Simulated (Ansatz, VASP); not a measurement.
PbS: VASP beside Ansatz

```xyz
2
Lattice="0.0000 2.9475 2.9475 2.9475 0.0000 2.9475 2.9475 2.9475 0.0000" Properties=species:S:1:pos:R:3 pbc="T T T"
Pb    0.0000    0.0000    0.0000
S     2.9475    2.9475    2.9475
```

Alike in both runs: functional r2SCAN; k mesh 8 × 8 × 8; occupations fermi-dirac, width 0.02 eV; no spin polarisation.

Ansatz relaxed the structure, and its values are those at the end. VASP's run is a single point on that final structure, the one shown.

|  | VASP | Ansatz |
| --- | --- | --- |
| version | VASP 6.6.1 | Ansatz 0.2.0 |
| potentials or method | VASP PAW PBE potentials, release 64 (Pb_d, S), cutoff 520 eV | PAW plane waves |
| valence electrons in the cell | 20 | 20 |

|  | VASP | Ansatz | Ansatz less VASP |
| --- | --- | --- | --- |
| pressure (GPa) | 2.5 | 2.5 | +0.03 |

VASP's potentials were made for PBE, not for r2SCAN. With one functional, cell and mesh, what is left measures potentials, basis and numerics. Ansatz's warnings: stress scf threshold loose.

Neither program's run includes spin-orbit coupling.
